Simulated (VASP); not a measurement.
# PtSe2 (P-3m1) in VASP: a series of runs, part 2 of 2

VASP 6.6.1.

### 3 Single point, LDA

INCAR reads:

```
ALGO     = Normal         # electronic algorithm
EDIFF    = 1E-7           # SCF threshold, eV
ENCUT    = 520            # plane-wave cutoff, eV
GGA      = CA             # functional
ISIF     = 2              # what is computed and relaxed
ISMEAR   = -1             # smearing method
LASPH    = T              # aspherical terms in the spheres
LCHARG   = F              # write CHGCAR
LREAL    = F              # projectors in reciprocal space
LWAVE    = F              # write WAVECAR
NBANDS   = 18             # bands
NELM     = 80             # most SCF steps
PREC     = Accurate       # precision mode
SIGMA    = 0.02           # smearing width, eV
```

KPOINTS reads:

```
k-points
0
Gamma
  18 18 10
```

POSCAR reads:

```
PtSe2
1.0
    3.7240006046      0.0000000000      0.0000000000
   -1.8620003023      3.2250791273      0.0000000000
    0.0000000000      0.0000000000      5.0620000000
Pt Se
1 2
Direct
    0.0000000000      0.0000000000      0.0000000000
    0.3333333333      0.6666666667      0.2500000000
    0.6666666667      0.3333333333      0.7500000000
```

Potentials or basis: VASP PAW LDA potentials, release 64 (Pt, Se).

The run is started by

```bash
$ cat potpaw_LDA.64/Pt/POTCAR potpaw_LDA.64/Se/POTCAR > POTCAR
$ mpirun -np 1 vasp_std > vasp.out
```

OUTCAR:

```text
EDIFF = 1E-7
   ENCUT = 520
   GGA = CA
   ISIF = 2
   ISMEAR = -1
   LASPH = T
   LREAL = F
   NELM = 80
   PREC = Accurate

 ion  position               nearest neighbor table
   1  0.000  0.000  0.000-   2 2.49   3 2.49   3 2.49   2 2.49   3 2.49   2 2.49
   2  0.333  0.667  0.250-   1 2.49   1 2.49   1 2.49
   3  0.667  0.333  0.750-   1 2.49   1 2.49   1 2.49

  LATTYP: Found a hexagonal cell.
 ALAT       =     3.7240006046
 C/A-ratio  =     1.3592908642

  Lattice vectors:

 A1 = (   3.7240006046,   0.0000000000,   0.0000000000)
 A2 = (  -1.8620003023,   3.2250791273,   0.0000000000)
 A3 = (   0.0000000000,   0.0000000000,   5.0620000000)

Analysis of symmetry for initial positions (statically):
=====================================================================
 Subroutine PRICEL returns:
 Original cell was already a primitive cell.

 Routine SETGRP: Setting up the symmetry group for a
 hexagonal supercell.

 Subroutine GETGRP returns: Found 12 space group operations
 (whereof 12 operations were pure point group operations)
 out of a pool of 24 trial point group operations.

The static configuration has the point symmetry D_3d.

Analysis of symmetry for dynamics (positions and initial velocities):
=====================================================================
 Subroutine PRICEL returns:
 Original cell was already a primitive cell.

 Routine SETGRP: Setting up the symmetry group for a
 hexagonal supercell.

 Subroutine GETGRP returns: Found 12 space group operations
 (whereof 12 operations were pure point group operations)
 out of a pool of 24 trial point group operations.

The dynamic configuration has the point symmetry D_3d.

 Subroutine INISYM returns: Found 12 space group operations
 (whereof 12 operations are pure point group operations),
 and found     1 'primitive' translations

----------------------------------------------------------------------------------------

[... 113 lines left out ...]
     AMIX     =   0.40;   BMIX     =  1.00
     AMIX_MAG =   1.60;   BMIX_MAG =  1.00
  volume/ion in A,a.u.               =      20.27       136.76
  Fermi-wavevector in a.u.,A,eV,Ry     =   1.166608  2.204570 18.517180  1.360974
  Thomas-Fermi vector in A             =   2.303119
   LORBIT       =      0    0 simple, 1 ext, 2 COOP (PROOUT), +10 PAW based schemes
   GGA     = CA    functional components
   LHFCALC =     F    Hartree Fock is set to
   AEXX    =    0.0000 exact exchange contribution
   IVDW    =     0    specifies the selected vdW correction
   LEPSILON=     F    determine dielectric tensor
   LRPA    =     F    only Hartree local field effects (RPA)
 non-spin polarized calculation
  energy-cutoff  :      520.00
  volume of cell :       60.80
 maximum number of plane-waves:      1654
   NGX = 13   NGY = 13   NGZ = 19

 number of electron      21.9999998 magnetization

 Free energy of the ion-electron system (eV)
  ---------------------------------------------------
  ext. energy  EPLUGINS =         0.00000000
  ---------------------------------------------------
  free energy    TOTEN  =       -17.05939600 eV

  energy without entropy =      -17.05836412  energy(sigma->0) =      -17.05888006

 E-fermi :   6.5146     XC(G=0): -10.8992

 val. band max:        6.5062197680   @ k =  -0.2222  -0.4444   0.1000
 cond. band min:       6.5175883247   @ k =   0.0000   0.1111   0.2000
 fundamental gap:      0.0113685567
 Fermi energy:         6.5146301223

 k-point     1 :       0.0000    0.0000    0.0000
  band No.  band energies     occupation
      1      -9.2141      2.00000
      2      -6.3902      2.00000
      3      -0.6983      2.00000
      4       0.0012      2.00000
      5       0.0012      2.00000
      6       2.4878      2.00000
[... 481 lines left out ...]
      5       1.1749      2.00000
      6       1.7714      2.00000
[... 10 lines left out ...]
     17      15.1245      0.00000
     18      16.3554      0.00000

 [... further k-points ...]

------------------------ aborting loop because EDIFF is reached ----------------------------------------

  FORCE on cell =-STRESS in cart. coord.  units (eV):
  Direction    XX          YY          ZZ          XY          YZ          ZX
  --------------------------------------------------------------------------------------
  -------------------------------------------------------------------------------------
  Total        0.1309841      0.1309841     -0.3482435      0.0000000      0.0000000     -0.0000000
  in kB        3.4518905      3.4518905     -9.1774344      0.0000000      0.0000000     -0.0000000
  external PRESSURE =      -0.7578845 kB  Pullay stress =       0.0000000 kB

 VOLUME and BASIS-vectors are now :
 -----------------------------------------------------------------------------
  energy-cutoff  :      520.00
  volume of cell :       60.80
      direct lattice vectors                 reciprocal lattice vectors
     3.724000605  0.000000000  0.000000000     0.268528420  0.155034956  0.000000000
    -1.862000302  3.225079127  0.000000000     0.000000000  0.310069912  0.000000000
     0.000000000  0.000000000  5.062000000     0.000000000  0.000000000  0.197550375

 POSITION                                       TOTAL-FORCE (eV/Angst)
 -----------------------------------------------------------------------------------
      0.00000      0.00000      0.00000        -0.000000      0.000000      0.000000
     -0.00000      2.15005      1.26550         0.000000      0.000000      0.211521
      1.86200      1.07503      3.79650        -0.000000     -0.000000     -0.211521
 -----------------------------------------------------------------------------------
    total drift:                               -0.000000     -0.000000     -0.000000

  FREE ENERGIE OF THE ION-ELECTRON SYSTEM (eV)
  ---------------------------------------------------
  free  energy   TOTEN  =       -17.0593959979 eV

  energy  without entropy=      -17.0583641157  energy(sigma->0) =      -17.05888006
```

stdout:

```text
POSCAR found type information on POSCAR PtSe
 POSCAR found :  2 types and       3 ions
 scaLAPACK will be used
 LDA part: xc-table for (Slater(with rela. corr.)+CA(PZ))
 , standard interpolation
 POSCAR, INCAR and KPOINTS ok, starting setup
 FFT: planning ... GRIDC
 FFT: planning ... GRID_SOFT
 FFT: planning ... GRID
 WAVECAR not read
 entering main loop
```

It took 3.4 min on 1 thread of AMD EPYC 7R13 (Zen 3), shared host; peak memory 0.41 GiB.

Results:

- Free energy: -17.0594 eV
- Pressure: -0.1 GPa
- Largest force: 0.212 eV/Å
- Band gap on the k mesh: zero (bands 11 and 12 overlap by 0.53 eV)

Forces in eV/Å, atoms in the order of the input:
```
Pt   0.000  0.000  0.000
Se   0.000  0.000  0.212
Se   0.000  0.000 -0.212
```

Levels at points of the mesh, in eV from the Fermi level:
```tsv
k point	band 7	band 8	band 9	band 10	band 11	band 12	band 13	band 14	band 15	band 16
(0.00, 0.00, 0.00)	-4.03	-2.57	-1.06	-1.06	0.40	1.45	1.45	3.51	4.04	7.23
(0.50, 0.00, 0.00)	-3.74	-3.55	-3.51	-3.43	-2.99	0.62	2.34	4.73	5.74	6.98
(0.00, 0.00, 0.50)	-4.06	-3.01	-1.71	-1.50	-1.50	2.29	2.29	4.72	6.22	6.73
(0.50, 0.00, 0.50)	-3.55	-3.52	-3.23	-2.85	-1.37	0.97	1.47	4.51	4.63	7.11
```

Caveat: spin-orbit coupling is left out, which moves the levels of the heavy elements.
